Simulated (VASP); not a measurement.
# Sc (P6_3/mmc) in VASP: a series of runs, part 2 of 2

VASP 6.6.1. The steps go on from the part before.

**3. Single point, PBE**

This run uses another cell than the first one, of 23.04 Å³/atom, 0.869 times its volume.

The input, INCAR:

```
ALGO = Normal ; EDIFF = 1E-6
ENCUT = 520 ; GGA = PE
ISIF = 2 ; ISMEAR = -1
LASPH = True ; LCHARG = False
LREAL = False ; LWAVE = False
NBANDS = 18 ; NELM = 60
PREC = Accurate ; SIGMA = 0.05
```

The input, KPOINTS:

```
k-points
0
Gamma
  8 8 4
```

The input, POSCAR:

```
Sc
1.0
    3.1766400000      0.0000000000      0.0000000000
   -1.5883200000      2.7510509387      0.0000000000
    0.0000000000      0.0000000000      5.2733000000
Sc
2
Direct
    0.6666666667      0.3333333333      0.7500000000
    0.3333333333      0.6666666667      0.2500000000
```

Potentials or basis: VASP PAW PBE potentials, release 64 (Sc_sv).

Started as:

```
> cat potpaw_PBE.64/Sc_sv/POTCAR > POTCAR
> mpirun -np 1 vasp_std > vasp.out
```

OUTCAR:

```text
EDIFF = 1E-6
   ENCUT = 520
   GGA = PE
   ISIF = 2
   ISMEAR = -1
   LASPH = True
   LREAL = False
   NELM = 60
   PREC = Accurate

 ion  position               nearest neighbor table
   1  0.667  0.333  0.750-   2 3.21   2 3.21   2 3.21   2 3.21   2 3.21   2 3.21
   2  0.333  0.667  0.250-   1 3.21   1 3.21   1 3.21   1 3.21   1 3.21   1 3.21

  LATTYP: Found a hexagonal cell.
 ALAT       =     3.1766400000
 C/A-ratio  =     1.6600244283

  Lattice vectors:

 A1 = (   3.1766400000,   0.0000000000,   0.0000000000)
 A2 = (  -1.5883200000,   2.7510509387,   0.0000000000)
 A3 = (   0.0000000000,   0.0000000000,   5.2733000000)

Analysis of symmetry for initial positions (statically):
=====================================================================
 Subroutine PRICEL returns:
 Original cell was already a primitive cell.

 Routine SETGRP: Setting up the symmetry group for a
 hexagonal supercell.

 Subroutine GETGRP returns: Found 24 space group operations
 (whereof 12 operations were pure point group operations)
 out of a pool of 24 trial point group operations.

The static configuration has the point symmetry D_3d.
 The point group associated with its full space group is D_6h.

Analysis of symmetry for dynamics (positions and initial velocities):
=====================================================================
 Subroutine PRICEL returns:
 Original cell was already a primitive cell.

 Routine SETGRP: Setting up the symmetry group for a
 hexagonal supercell.

 Subroutine GETGRP returns: Found 24 space group operations
 (whereof 12 operations were pure point group operations)
 out of a pool of 24 trial point group operations.

[... 106 lines left out ...]
   NFREE  =      0    steps in history (QN), initial steepest desc. (CG)
   ISIF   =      2    stress and relaxation
   ISYM   =      2    0-nonsym 1-usesym 2-fastsym
   POTIM  = 0.5000    time-step for ionic-motion
   TEBEG  =    0.0;   TEEND  =   0.0 temperature during run
   PSTRESS=    0.0 pullay stress
   NELECT =      22.0000    total number of electrons
   NUPDOWN=      -1.0000    fix difference up-down
   EMIN   =  10.00;   EMAX   =-10.00  energy-range for DOS
   EFERMI =   0.00;   METHOD = LEGACY
   ISMEAR =    -1;   SIGMA  =   0.05  broadening in eV -4-tet -1-fermi 0-gaus
   EFERMI_NEDOS =   21; number of points for ismear=-14 and -15
   IALGO  =     38    algorithm
   IMIX   =      4    mixing-type and parameters
     AMIX     =   0.40;   BMIX     =  1.00
     AMIX_MAG =   1.60;   BMIX_MAG =  1.00
  volume/ion in A,a.u.               =      23.04       155.49
  Fermi-wavevector in a.u.,A,eV,Ry     =   1.279478  2.417862 22.273593  1.637063
  Thomas-Fermi vector in A             =   2.411961
   LORBIT       =      0    0 simple, 1 ext, 2 COOP (PROOUT), +10 PAW based schemes
   GGA     = PE    functional components
   LHFCALC =     F    Hartree Fock is set to
   AEXX    =    0.0000 exact exchange contribution
   IVDW    =     0    specifies the selected vdW correction
   LEPSILON=     F    determine dielectric tensor
   LRPA    =     F    only Hartree local field effects (RPA)
 non-spin polarized calculation
  energy-cutoff  :      520.00
  volume of cell :       46.08
 maximum number of plane-waves:      1262
 NGX is ok and might be reduce to    24
   NGX = 11   NGY = 11   NGZ = 19

 number of electron      22.0000000 magnetization

 Free energy of the ion-electron system (eV)
  ---------------------------------------------------
  ext. energy  EPLUGINS =         0.00000000
  ---------------------------------------------------
  free energy    TOTEN  =       -12.44367686 eV

  energy without entropy =      -12.41273126  energy(sigma->0) =      -12.42820406

 E-fermi :   4.1108     XC(G=0): -10.1516

 val. band max:        4.0908897065   @ k =   0.5000  -0.0000   0.5000
 cond. band min:       4.1446426172   @ k =   0.1250  -0.0000   0.0000
 fundamental gap:      0.0537529107
 Fermi energy:         4.1107581929

 k-point     1 :       0.0000    0.0000    0.0000
  band No.  band energies     occupation
      1     -45.1573      2.00000
      2     -45.0836      2.00000
      3     -24.0047      2.00000
      4     -23.5859      2.00000
      5     -23.5859      2.00000
      6     -23.5296      2.00000
[... 481 lines left out ...]
      5     -23.6577      2.00000
      6     -23.6577      2.00000
[... 10 lines left out ...]
     17       8.0665      0.00000
     18       8.1352      0.00000

 [... further k-points ...]
[... 5 lines left out ...]
  --------------------------------------------------------------------------------------
  -------------------------------------------------------------------------------------
  Total        1.7873889      1.7873889      0.1365451      0.0000000     -0.0000000      0.0000000
  in kB       62.1413273     62.1413273      4.7472018      0.0000000     -0.0000000      0.0000000
  external PRESSURE =      43.0099521 kB  Pullay stress =       0.0000000 kB

 VOLUME and BASIS-vectors are now :
 -----------------------------------------------------------------------------
  energy-cutoff  :      520.00
  volume of cell :       46.08
      direct lattice vectors                 reciprocal lattice vectors
     3.176640000  0.000000000  0.000000000     0.314798026  0.181748725  0.000000000
    -1.588320000  2.751050939  0.000000000     0.000000000  0.363497450  0.000000000
     0.000000000  0.000000000  5.273300000     0.000000000  0.000000000  0.189634574

 POSITION                                       TOTAL-FORCE (eV/Angst)
 -----------------------------------------------------------------------------------
      1.58832      0.91702      3.95498         0.000000      0.000000      0.000000
     -0.00000      1.83403      1.31832        -0.000000      0.000000      0.000000
 -----------------------------------------------------------------------------------
    total drift:                               -0.000000      0.000000     -0.000000

  FREE ENERGIE OF THE ION-ELECTRON SYSTEM (eV)
  ---------------------------------------------------
  free  energy   TOTEN  =       -12.4436768586 eV

  energy  without entropy=      -12.4127312635  energy(sigma->0) =      -12.42820406
```

stdout:

```text
POSCAR found type information on POSCAR Sc
 POSCAR found :  1 types and       2 ions
 scaLAPACK will be used
 LDA part: xc-table for (Slater+PW92), standard interpolation
 POSCAR, INCAR and KPOINTS ok, starting setup
 FFT: planning ... GRIDC
 FFT: planning ... GRID_SOFT
 FFT: planning ... GRID
 WAVECAR not read
 entering main loop
```

Run time: 16 s. Hardware: 1 thread of AMD EPYC 7R13 (Zen 3), shared host; peak memory 0.13 GiB.

Results:

```yaml
Free_energy: -12.4437 eV
Pressure: 4.3 GPa
Band_gap_on_the_k_mesh: zero (band 11 reaches 4.86 eV, above the bottom of band 12 at 3.71 eV)
```

Levels at points of the mesh, in eV from the Fermi level:
```tsv
k point	band 8	band 9	band 10	band 11	band 12	band 13	band 14	band 15
(0.00, 0.00, 0.00)	-27.64	-5.28	-1.85	0.28	1.57	1.71	1.71	2.11
(0.50, 0.00, 0.00)	-27.71	-1.59	-1.14	-0.86	-0.13	1.16	1.64	1.73
(0.00, 0.00, 0.50)	-27.67	-3.78	-3.78	0.75	0.75	1.69	1.69	1.69
(0.50, 0.00, 0.50)	-27.76	-1.59	-1.59	-0.02	-0.02	1.39	1.39	2.66
```

**4. Single point, PBE**

This run uses another cell than the first one, of 24.01 Å³/atom, 0.906 times its volume.

The input, INCAR:

```
SYSTEM = Sc
PREC = Accurate
ENCUT = 520
EDIFF = 1E-6
ISMEAR = -1
SIGMA = 0.05
LREAL = .FALSE.
LASPH = .TRUE.
NELM = 60
ALGO = Fast
ISIF = 2
LWAVE = .FALSE.
LCHARG = .FALSE.
GGA = PE
NBANDS = 18
```

The input, KPOINTS:

```
Automatic mesh
0
G
  8 8 4
  0 0 0
```

The input, POSCAR:

```
Sc
1.0
    3.2428200000      0.0000000000      0.0000000000
   -1.6214100000      2.8083644999      0.0000000000
    0.0000000000      0.0000000000      5.2733000000
Sc
2
Direct
    0.6666666667      0.3333333333      0.7500000000
    0.3333333333      0.6666666667      0.2500000000
```

Started as:

```
> cat potpaw_PBE.64/Sc_sv/POTCAR > POTCAR
> mpirun -np 1 vasp_std > vasp.out
```

Run time: 22 s. Hardware: 1 thread of AMD EPYC 7R13 (Zen 3), shared host; peak memory 0.13 GiB.

It converged, with:

```yaml
Free_energy: -12.4988 eV
Pressure: 1.6 GPa
Band_gap_on_the_k_mesh: zero (band 11 reaches 4.67 eV, above the bottom of band 12 at 3.41 eV)
```

Stress tensor (GPa, compression positive):
```
 2.83  0.00  0.00
 0.00  2.83  0.00
 0.00  0.00 -0.95
```

Levels at points of the mesh, in eV from the Fermi level:
```tsv
k point	band 8	band 9	band 10	band 11	band 12	band 13	band 14	band 15
(0.00, 0.00, 0.00)	-27.75	-5.20	-1.76	0.34	1.64	1.65	1.65	2.05
(0.50, 0.00, 0.00)	-27.82	-1.59	-1.09	-0.77	-0.23	1.18	1.52	1.74
(0.00, 0.00, 0.50)	-27.80	-3.71	-3.71	0.82	0.82	1.61	1.61	1.61
(0.50, 0.00, 0.50)	-27.87	-1.52	-1.52	0.01	0.01	1.30	1.30	2.52
```

**5. Overview**

| level | potentials or basis | cell | k mesh | gap on the mesh (eV) | pressure (GPa) |
| --- | --- | --- | --- | --- | --- |
| LDA | VASP PAW LDA potentials, release 64 (Sc_sv) | a = 3.374, b = 3.374, c = 5.377 Å, angles 90.0, 90.0, 120.0°, 2 atoms | 9 × 9 × 5 | none | -7.5 |
| PBE | VASP PAW PBE potentials, release 64 (Sc_sv) | a = 3.177, b = 3.177, c = 5.273 Å, angles 90.0, 90.0, 120.0°, 2 atoms | 8 × 8 × 4 | none | 4.3 |
| PBE | VASP PAW PBE potentials, release 64 (Sc_sv) | a = 3.243, b = 3.243, c = 5.273 Å, angles 90.0, 90.0, 120.0°, 2 atoms | 8 × 8 × 4 | none | 1.6 |

Alike in all rows: task single point; no spin polarisation; cutoff (eV) 520; smearing fermi-dirac 0.05 eV.

Total energies depend on the potentials used, so only differences within one code and one set of settings carry meaning.
